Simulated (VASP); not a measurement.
**K: single point with PBE**

Crystal: K.

```
CELL_PARAMETERS angstrom
-2.69178 2.69178 2.47644
2.69178 -2.69178 2.47644
2.69178 2.69178 -2.47644
ATOMIC_POSITIONS crystal
K 0.00000 0.00000 0.00000
```

This cell differs from its parent crystal: ratio of the length along z to the lengths across it x 0.92, volume and fractional coordinates fixed.

```json
{"Program": "VASP 6.6.1", "Task": "single point", "Functional": "PBE", "Potentials or basis": "VASP PAW PBE potentials, release 64 (K_sv)", "Cutoff": "520 eV", "k mesh": "14 × 14 × 14", "Occupations": "gaussian, width 0.15 eV", "Spin": "no spin polarisation"}
```

| Property | Result |
| --- | --- |
| Pressure | 0.1 GPa |
| Band gap on the k mesh | zero (an odd number of electrons rules out a gap without spin polarisation) |

Stress tensor (GPa, compression positive):
```
0.07 0.00 0.00
0.00 0.07 0.00
0.00 0.00 0.17
```

Levels at points of the mesh, in eV from the Fermi level:
| k point | band 3 | band 4 | band 5 | band 6 | band 7 | band 8 |
| --- | --- | --- | --- | --- | --- | --- |
| (0.00, 0.00, 0.00) | -15.57 | -15.57 | -2.20 | 4.04 | 4.48 | 4.48 |
| (0.50, 0.00, 0.00) | -15.60 | -15.57 | 0.51 | 0.78 | 3.02 | 4.96 |
| (0.50, 0.50, 0.00) | -15.59 | -15.57 | 0.32 | 0.56 | 3.51 | 4.71 |
| (0.50, 0.50, 0.50) | -15.63 | -15.62 | 1.52 | 1.77 | 3.23 | 3.23 |

Run time: 3.4 min on 1 thread of Intel Xeon 8259CL, with other jobs on the host, peak memory 0.32 GiB.
